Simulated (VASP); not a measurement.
KYSe2: single point with HSE06

The system is KYSe2.

```xyz
4
Lattice="4.3197 0.0000 0.0000 0.0000 4.3197 0.0000 0.0000 0.0000 5.8683" Properties=species:S:1:pos:R:3 pbc="T T T"
K     0.0000    0.0000    0.0000
Se    0.0000    0.0000    2.9341
Se    2.1599    2.1599    0.0000
Y     2.1599    2.1599    2.9341
```

```
Program             : VASP 6.6.1
Task                : single point
Functional          : HSE06
Potentials or basis : VASP PAW PBE potentials, release 64 (K_sv, Se, Y_sv)
Cutoff              : 520 eV
k mesh              : 4 × 4 × 2
Occupations         : gaussian, width 0.01 eV
Spin                : no spin polarisation
```

```
Pressure               : 0.1 GPa
Band gap on the k mesh : 0.85 eV, direct
```

Stress tensor (GPa, compression positive):
```
-0.02  0.00  0.00
 0.00 -0.02  0.00
 0.00  0.00  0.43
```

Levels at points of the mesh, in eV from the valence-band top:
```csv
k point,band 12,band 13,band 14,band 15,band 16,band 17,band 18,band 19,band 20,band 21
"(0.00, 0.00, 0.00)",-2.04,-2.04,-0.52,0.00,0.00,0.85,2.63,2.64,2.89,2.89
"(0.50, 0.00, 0.00)",-3.02,-1.93,-1.90,-1.77,-0.63,3.27,3.52,3.72,4.03,5.44
"(0.50, 0.50, 0.00)",-3.40,-1.37,-1.25,-0.73,-0.73,1.57,1.57,3.53,3.92,4.31
"(0.00, 0.00, 0.50)",-2.50,-2.03,-2.03,-0.51,-0.51,0.94,2.65,2.81,4.22,4.22
"(0.50, 0.00, 0.50)",-3.31,-3.06,-2.61,-1.04,-0.91,3.78,4.33,4.37,4.39,5.34
"(0.50, 0.50, 0.50)",-3.33,-2.82,-2.07,-1.53,-1.53,3.51,3.51,3.59,3.96,4.40
```

It used 220 s of CPU time on 1 × NVIDIA H100 80GB with 1 thread of AMD EPYC 7R13 Processor (Zen 3), on a shared host.

Caveat: the k points lie up to 0.54 Å⁻¹ apart; the PAW data sets were made with another functional, which shifts forces and pressure a little. A k mesh can miss the band edges.
